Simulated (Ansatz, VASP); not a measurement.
Ba in VASP and in Ansatz

File INCAR:

```
PREC     = Accurate       # precision mode
ENCUT    = 600            # plane-wave cutoff, eV
EDIFF    = 1E-6           # SCF threshold, eV
ISMEAR   = 0              # smearing method
SIGMA    = 0.1            # smearing width, eV
LREAL    = F              # projectors in reciprocal space
LASPH    = T              # aspherical terms in the spheres
NELM     = 100            # most SCF steps
ALGO     = Normal         # electronic algorithm
ISIF     = 3              # what is computed and relaxed
LWAVE    = F              # write WAVECAR
LCHARG   = F              # write CHGCAR
GGA      = PE             # functional
IBRION   = 2              # ionic algorithm
NSW      = 100            # ionic steps
EDIFFG   = -0.005         # ionic threshold
```

Contents of KPOINTS:

```
regular mesh
0
Gamma
  12 12 6
```

The input POSCAR:

```
Ba
1.0
    4.4660750000      0.0000000000      0.0000000000
   -2.2330380000      3.8677350000      0.0000000000
    0.0000000000      0.0000000000      7.2930700000
Ba
2
Direct
    0.0000000000      0.0000000000      0.0000000000
    0.3333333300      0.6666666700      0.5000000000
```

Input for Ansatz:

```yaml
crystal:
  lattice:
    - [4.466075, 0.0, 0.0]
    - [-2.233038, 3.867735, 0.0]
    - [0.0, 0.0, 7.29307]
  atoms:
    - { symbol: Ba, position: [0.0, 0.0, 0.0] }
    - { symbol: Ba, position: [0.33333333, 0.66666667, 0.5] }
basis:
  ecutwfc: 420
kpoints:
  mp_grid: { grid: [12, 12, 6] }
hamiltonian:
  xc: pbe
scf:
  occupations: { method: gaussian, width: 0.1 }
output:
  forces: true
  stress: true
  eigenvalues: true
  write_density: true
  write_potential: true
  elf: true
  volumetric_format: npy
relax:
  adjacent_minimum: "off"
  f_tol: 0.005
  max_steps: 80
  cell: { stress_tol: 0.05 }
```

Alike in both runs: task relaxation of cell and atoms; functional PBE; k mesh 12 × 12 × 6; occupations gaussian, width 0.1 eV; no spin polarisation.

|  | VASP | Ansatz |
| --- | --- | --- |
| version | VASP 6.6.1 | Ansatz 0.2.0 |
| potentials or method | VASP PAW PBE potentials, release 64 (Ba_sv), cutoff 600 eV | scalar-relativistic, plane waves, PAW |
| valence electrons in the cell | 20 | 20 |

Ansatz gave:

```
gap on the k mesh at the Fermi level, each at its own relaxed structure (eV)  : none
relaxed volume (Å³/atom)                                                      : 63.51
relaxed length of the cell vector where the two differ most in proportion (Å) : 4.469
```

Task: What did VASP give for the same quantities?

Result: gap on the k mesh at the Fermi level, each at its own relaxed structure (eV): none; relaxed volume (Å³/atom): 63.91; relaxed length of the cell vector where the two differ most in proportion (Å): 4.478.

A gap of «none» marks a metal or a gap that the smearing closes.

Spin-orbit coupling is off throughout.
